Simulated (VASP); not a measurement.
A run of VASP 6.6.1 is set up as follows.

File INCAR:

```
SYSTEM = Te
ALGO = Normal
EDIFF = 1E-6
ENCUT = 520
GGA = PE
ISIF = 2
ISMEAR = -1
LASPH = .True.
LCHARG = .False.
LREAL = .False.
LWAVE = .False.
NBANDS = 16
NELM = 100
PREC = Accurate
SIGMA = 0.05
```

The input KPOINTS:

```
k-points
0
Gamma
  8 8 8
  0 0 0
```

POSCAR

```
Te
1.0
    4.2103880000     -2.3288590000      0.0186290000
    4.2578120000      2.4135410000      0.0660530000
   -0.0908765000      0.0382690000      3.9560455000
Te
3
Direct
    0.6760000000      0.6760000000      0.6750000000
    0.3240000000      0.3240000000      0.3250000000
    0.0000000000      0.0000000000      0.0000000000
```

Potentials or basis: VASP PAW PBE potentials, release 64 (Te).

The run is started by

```sh
$ cat potpaw_PBE.64/Te/POTCAR > POTCAR
$ mpirun -np 1 vasp_std > vasp.out
```

Task: Estimate the band gap on the k mesh.

Result: Zero (bands 9 and 10 overlap by 3.50 eV).

Task: Predict the pressure.

Result: 9.4 GPa.

Task: What does it give for the largest force?

Result: 0.468 eV/Å.

Stress tensor (GPa, compression positive):
```
 8.69 -0.43  0.13
-0.43  9.68 -0.41
 0.13 -0.41  9.77
```

Caveat: the cell differs from its parent crystal (equal xy, yz and zx shear strains of +2 %); the cell stands under pressure; spin-orbit coupling is left out, which moves the levels of the heavy elements.
